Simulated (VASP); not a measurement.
The system is PbS.

```xyz
2
Lattice="2.1267 1.2278 3.4748 -2.1267 1.2278 3.4748 0.0000 -2.4556 3.4748" Properties=species:S:1:pos:R:3 pbc="T T T"
Pb    0.0000    0.0000   10.2217
S     0.0000    0.0000    4.9519
```

Base run:

| Property | Result |
| --- | --- |
| Program | VASP 6.6.1 |
| Functional | PBEsol |
| Potentials or basis | VASP PAW PBE potentials, release 64 (Pb_d, S) |
| Cutoff | 520 eV |
| k mesh | 8 × 8 × 8 |
| Occupations | fermi-dirac, width 0.05 eV |
| Spin | no spin polarisation |

Its results: band gap on the k mesh 0.42 eV; pressure -3.0 GPa.

The run is repeated on the same cell with these changes: functional from PBEsol to PBE. What comes out?

Band gap on the k mesh 0.52 eV; pressure -0.2 GPa.

PBE binds less tightly than PBEsol, so the same cell stands under more pressure.

Caveats: spin-orbit coupling is left out, which moves the levels of the heavy elements; the cell stands under tension (at least some runs); the PAW data sets were made with another functional, which shifts forces and pressure a little (at least some runs).

A k mesh can miss the band edges.
